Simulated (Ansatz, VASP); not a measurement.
# One calculation of SnSe, two programs

File INCAR:

```
SYSTEM = SnSe
ALGO = Normal
EDIFF = 1E-6
ENCUT = 520
GGA = PE
ISIF = 2
ISMEAR = 0
IVDW = 12
LASPH = .True.
LCHARG = .False.
LREAL = .False.
LWAVE = .False.
NBANDS = 17
NELM = 80
PREC = Accurate
SIGMA = 0.05
```

The input KPOINTS:

```
k-points
0
Gamma
  12 12 12
  0 0 0
```

File POSCAR:

```
SnSe
1.0
    0.0000000000      3.2699036899      2.5505248782
    3.2699036899      0.0000000000      2.5505248782
    3.2699036899      3.2699036899      0.0000000000
Sn Se
1 1
Direct
    0.0000000000      0.0000000000      0.0000000000
    0.5000000000      0.5000000000      0.5000000000
```

Input for Ansatz:

```yaml
crystal:
  lattice:
    - [0.0, 3.2699036899, 2.5505248782]
    - [3.2699036899, 0.0, 2.5505248782]
    - [3.2699036899, 3.2699036899, 0.0]
  atoms:
    - { symbol: Sn, position: [0.0, 0.0, 0.0] }
    - { symbol: Se, position: [0.5, 0.5, 0.5] }
basis:
  ecutwfc: 420
kpoints:
  mp_grid: { grid: [12, 12, 12] }
hamiltonian:
  xc: pbe
  dispersion: d3bj
scf:
  occupations: { method: gaussian, width: 0.05 }
output:
  forces: true
  stress: true
  eigenvalues: true
```

Alike in both runs: task single point; functional PBE; dispersion D3(BJ); k mesh 12 × 12 × 12; occupations gaussian, width 0.05 eV; no spin polarisation.

```csv
,VASP,Ansatz
version,VASP 6.6.1,Ansatz 0.2.0
potentials or method,"VASP PAW PBE potentials, release 64 (Sn_d, Se), cutoff 520 eV","scalar-relativistic, plane waves, PAW"
valence electrons in the cell,20,30
```

VASP gave:

* gap on the k mesh at the Fermi level (eV): none
* pressure (GPa): 6.7
* traceless stress, the component that is largest in VASP (GPa): 22.96

Q: Which values does Ansatz return?

A: gap on the k mesh at the Fermi level (eV): none; pressure (GPa): 6.7; traceless stress, the component that is largest in VASP (GPa): 22.95.

A gap of «none» marks a metal or a gap that the smearing closes. VASP's potentials hold 20 valence electrons a cell and Ansatz's 30, so a difference there can come from the potentials and not from the codes.
